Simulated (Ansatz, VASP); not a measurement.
# Nb: VASP beside Ansatz

```
Nb
1.0
    -1.63383    1.63383    1.63383
     1.63383   -1.63383    1.63383
     1.63383    1.63383   -1.63383
Nb
1
Direct
  0.00000 0.00000 0.00000
```

Alike in both runs: task single point; functional revPBE; dispersion D4; k mesh 12 × 12 × 12; occupations fermi-dirac, width 0.2 eV; no spin polarisation.

|  | VASP | Ansatz |
| --- | --- | --- |
| version | VASP 6.6.1 | Ansatz 0.2.0 |
| potentials or method | VASP PAW PBE potentials, release 64 (Nb_sv) | plane waves, norm-conserving potentials |
| plane-wave cutoff (eV) | 520 | 1116 |
| valence electrons in the cell | 13 | 13 |

Ansatz gave:

```
pressure (GPa) : 5.2
```

Question: Which values does VASP return?

Answer: Pressure (GPa): 4.8.

VASP's potentials were made for PBE, not for revPBE.
